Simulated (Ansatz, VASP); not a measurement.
## Two plane-wave programs on Ir

POSCAR

```
Ir
1.0
    2.7236421892      0.0000000000      0.0000000000
   -1.3618210946      2.3587433266      0.0000000000
    0.0000000000      0.0000000000      8.8595350964
Ir
4
Direct
    0.0000000000      0.0000000000      0.0000000000
    0.3333333333      0.6666666667      0.2500000000
    0.0000000000      0.0000000000      0.5000000000
    0.6666666667      0.3333333333      0.7500000000
```

File INCAR.step1:

```
PREC = Accurate ; ENCUT = 600
ISMEAR = 0 ; SIGMA = 0.1
LREAL = F ; LASPH = T
NELM = 60 ; GGA = PE
ALGO = Normal ; EDIFF = 1E-4
LWAVE = T ; LCHARG = F
KPAR = 4
```

File INCAR.step2:

```
PREC = Accurate ; ENCUT = 600
EDIFF = 1E-6 ; ISMEAR = 0
SIGMA = 0.1 ; LREAL = F
LASPH = T ; NELM = 60
ALGO = Normal ; ISIF = 3
LWAVE = F ; LCHARG = F
METAGGA = R2SCAN ; LMIXTAU = T
IBRION = 2 ; NSW = 80
EDIFFG = -0.01 ; ISTART = 1
KPAR = 4
```

The input KPOINTS:

```
regular mesh
0
Gamma
  18 18 6
```

Input for Ansatz:

```yaml
crystal:
  lattice:
    - [2.7236421892, 0.0, 0.0]
    - [-1.3618210946, 2.3587433266, 0.0]
    - [0.0, 0.0, 8.8595350964]
  atoms:
    - { symbol: Ir, position: [0.0, 0.0, 0.0] }
    - { symbol: Ir, position: [0.3333333333, 0.6666666667, 0.25] }
    - { symbol: Ir, position: [0.0, 0.0, 0.5] }
    - { symbol: Ir, position: [0.6666666667, 0.3333333333, 0.75] }
basis:
  ecutwfc: 500
kpoints:
  mp_grid: { grid: [18, 18, 6] }
hamiltonian:
  xc: r2scan
scf:
  occupations: { method: gaussian, width: 0.1 }
output:
  forces: true
  stress: true
  eigenvalues: true
relax:
  adjacent_minimum: "off"
  f_tol: 0.01
  max_steps: 60
  cell: { stress_tol: 0.1 }
```

Alike in both runs: task relaxation of cell and atoms; functional r2SCAN; k mesh 18 × 18 × 6; occupations gaussian, width 0.1 eV; no spin polarisation.

|  | VASP | Ansatz |
| --- | --- | --- |
| version | VASP 6.6.1 | Ansatz 0.2.0 |
| potentials or method | VASP PAW PBE potentials, release 64 (Ir), cutoff 600 eV | scalar-relativistic, plane waves, PAW |
| valence electrons in the cell | 36 | 68 |

VASP gave:

| Property | Result |
| --- | --- |
| gap on the k mesh at the Fermi level, each at its own relaxed structure (eV) | none |
| relaxed volume (Å³/atom) | 14.32 |
| relaxed length of the cell vector where the two differ most in proportion (Å) | 8.902 |

Question: Which values does Ansatz return?

Answer: gap on the k mesh at the Fermi level, each at its own relaxed structure (eV): none; relaxed volume (Å³/atom): 14.23; relaxed length of the cell vector where the two differ most in proportion (Å): 8.881.

VASP's potentials were made for PBE, not for r2SCAN. A gap of «none» marks a metal or a gap that the smearing closes. VASP's potentials hold 36 valence electrons a cell and Ansatz's 68, so a difference there can come from the potentials and not from the codes.

Spin-orbit coupling is off throughout. Noted on VASP's run: too few bands were computed for a metal, which touches its energy and stress.
